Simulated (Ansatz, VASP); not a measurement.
Cu: VASP beside Ansatz

```
Cu
1.0
    -1.42751    1.42751    1.34118
     1.42751   -1.42751    1.34118
     1.42751    1.42751   -1.34118
Cu
1
Direct
  0.00000 0.00000 0.00000
```

Alike in both runs: functional LDA; k mesh 20 × 20 × 20; occupations gaussian, width 0.1 eV; no spin polarisation.

Ansatz relaxed the structure, and its values are those at the end. VASP's run is a single point on that final structure, the one shown.

|  | VASP | Ansatz |
| --- | --- | --- |
| version | VASP 6.6.1 | Ansatz 0.2.0 |
| potentials or method | VASP PAW LDA potentials, release 64 (Cu_sv_GW), cutoff 820 eV | scalar-relativistic, plane waves, PAW |
| valence electrons in the cell | 19 | 19 |

|  | VASP | Ansatz | Ansatz less VASP |
| --- | --- | --- | --- |
| gap on the k mesh at the Fermi level (eV) | none | none | - |
| pressure (GPa) | -0.8 | 0.0 | +0.80 |

LDA's correlation is that of Perdew and Zunger in VASP and of Perdew and Wang (1992) in Ansatz. A gap of «none» marks a metal or a gap that the smearing closes.
